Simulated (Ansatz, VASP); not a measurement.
**ZnO in VASP and in Ansatz**

The input INCAR:

```
SYSTEM = ZnO
ALGO = Normal
EDIFF = 1E-6
ENCUT = 520
GGA = PE
ISIF = 2
ISMEAR = -1
LASPH = .True.
LCHARG = .False.
LREAL = .False.
LWAVE = .False.
NBANDS = 16
NELM = 100
PREC = Accurate
SIGMA = 0.02
```

File KPOINTS:

```
k-points
0
Gamma
  8 8 8
  0 0 0
```

POSCAR

```
ZnO
1.0
    2.7145575413      0.0000000000      0.0000000000
    0.0000000000      2.7145575413      0.0000000000
    0.0000000000      0.0000000000      2.7145575413
Zn O
1 1
Direct
    0.0000000000      0.0000000000      0.0000000000
    0.5000000000      0.5000000000      0.5000000000
```

Input for Ansatz:

```yaml
crystal:
  lattice:
    - [2.7145575413, 0.0, 0.0]
    - [0.0, 2.7145575413, 0.0]
    - [0.0, 0.0, 2.7145575413]
  atoms:
    - { symbol: Zn, position: [0.0, 0.0, 0.0] }
    - { symbol: O, position: [0.5, 0.5, 0.5] }
kpoints:
  mp_grid: { grid: [8, 8, 8] }
hamiltonian:
  xc: pbe
scf:
  occupations: { method: fermi_dirac, width: 0.02 }
  n_extra_bands: 4
output:
  forces: true
  stress: true
  eigenvalues: true
```

Alike in both runs: task single point; functional PBE; k mesh 8 × 8 × 8; occupations fermi-dirac, width 0.02 eV; no spin polarisation.

|  | VASP | Ansatz |
| --- | --- | --- |
| version | VASP 6.6.1 | Ansatz 0.2.0 |
| potentials or method | VASP PAW PBE potentials, release 64 (Zn, O) | plane waves, PAW |
| plane-wave cutoff (eV) | 520 | 420 |
| valence electrons in the cell | 18 | 18 |

|  | VASP | Ansatz | Ansatz less VASP |
| --- | --- | --- | --- |
| pressure (GPa) | -3.9 | -4.4 | -0.57 |
